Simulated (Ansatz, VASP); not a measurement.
Two plane-wave programs on Ru2Rh

```xyz
3
Lattice="0.0000 2.9193 2.9193 2.9193 0.0000 2.9193 2.9193 2.9193 0.0000" Properties=species:S:1:pos:R:3 pbc="T T T"
Ru    1.4596    1.4596    1.4596
Ru    4.3789    4.3789    4.3789
Rh    0.0000    0.0000    0.0000
```

Change from the starting cell: species swapped into the In2Pt type (Fm-3m, No. 225).

Alike in both runs: functional PBE; k mesh 6 × 6 × 6; occupations gaussian, width 0.1 eV; no spin polarisation.

Ansatz relaxed the structure, and its values are those at the end. VASP's run is a single point on that final structure, the one shown.

```csv
,VASP,Ansatz
version,VASP 6.6.1,Ansatz 0.2.0
potentials or method,"VASP PAW PBE potentials, release 64 (Ru_pv, Rh_pv), cutoff 520 eV","scalar-relativistic, plane waves, PAW"
valence electrons in the cell,43,49
```

|  | VASP | Ansatz | Ansatz less VASP |
| --- | --- | --- | --- |
| gap on the k mesh at the Fermi level (eV) | none | none | - |
| pressure (GPa) | 0.0 | 0.0 | +0.02 |

A gap of «none» marks a metal or a gap that the smearing closes. With one functional, cell and mesh, what is left measures potentials, basis and numerics. VASP's potentials hold 43 valence electrons a cell and Ansatz's 49, so a difference there can come from the potentials and not from the codes.
